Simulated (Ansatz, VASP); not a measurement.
# One calculation of Ca2C, two programs

```
C Ca
1.0
     0.00000    3.12858    3.07539
     3.12858    0.00000    3.07539
     3.12858    3.12858    0.00000
C Ca
1 2
Cartesian
  0.0000 0.0000 0.0000
  1.5643 1.5643 1.5377
  4.6929 4.6929 4.6131
```

Change from the starting cell: uniaxial_z strain -1.7%.

Alike in both runs: task single point; functional r2SCAN; k mesh 8 × 8 × 8; occupations fermi-dirac, width 0.02 eV; no spin polarisation.

|  | VASP | Ansatz |
| --- | --- | --- |
| version | VASP 6.6.1 | Ansatz 0.2.0 |
| potentials or method | VASP PAW PBE potentials, release 64 (C, Ca_sv) | plane waves, PAW |
| plane-wave cutoff (eV) | 520 | 500 |
| valence electrons in the cell | 24 | 24 |

|  | VASP | Ansatz | Ansatz less VASP |
| --- | --- | --- | --- |
| pressure (GPa) | 1.4 | 1.0 | -0.44 |
| traceless stress, the component that is largest in VASP (GPa) | 1.63 | 1.64 | +0.006 |

VASP's potentials were made for PBE, not for r2SCAN.
